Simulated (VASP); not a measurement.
Wanted: the native input for a VASP 6.6.1 run.

| Property | Result |
| --- | --- |
| Task | single point |
| Functional | PBE |
| Potentials or basis | VASP PAW PBE potentials, release 64 (Te, F) |
| Cutoff | 520 eV |
| k mesh | 6 × 6 × 6 |
| Occupations | gaussian, width 0.1 eV |
| Spin | no spin polarisation |
| Dipole correction | no |
| Further INCAR settings | ALGO = Normal; EDIFF = 1e-07; NBANDS = 14 |

The structure of TeF lies in POSCAR:

```
TeF
1.0
    3.2619092491      0.0000000000      0.0000000000
    0.0000000000      3.2619092491      0.0000000000
    0.0000000000      0.0000000000      3.2619092491
Te F
1 1
Direct
    0.5000000000      0.5000000000      0.5000000000
    0.0000000000      0.0000000000      0.0000000000
```

The cell was generated, and may not be a known phase.

The input as run:

INCAR

```
PREC = Accurate
ENCUT = 520
EDIFF = 1E-7
ISMEAR = 0
SIGMA = 0.1
LREAL = F
LASPH = T
NELM = 100
ALGO = Normal
ISIF = 2
LWAVE = F
LCHARG = T
GGA = PE
LELF = T
LVHAR = T
NBANDS = 14
```

KPOINTS

```
regular mesh
0
Gamma
  6 6 6
```

Potentials or basis: VASP PAW PBE potentials, release 64 (Te, F).

Run with:

```console
$ cat potpaw_PBE.64/Te/POTCAR potpaw_PBE.64/F/POTCAR > POTCAR
$ mpirun -np 1 vasp_std > vasp.out
```

Results of the run:

```
Pressure               : -0.4 GPa
Band gap on the k mesh : zero (an odd number of electrons rules out a gap without spin polarisation)
```

Caveat: spin-orbit coupling is left out, which moves the levels of the heavy elements; an odd number of electrons without spin polarisation forces a metal; a magnetic or distorted state may lie lower.

Wall time 4.7 s on 1 thread of Intel(R) Xeon(R) Platinum 8488C (Sapphire Rapids), on a shared host, peak memory 0.14 GiB.
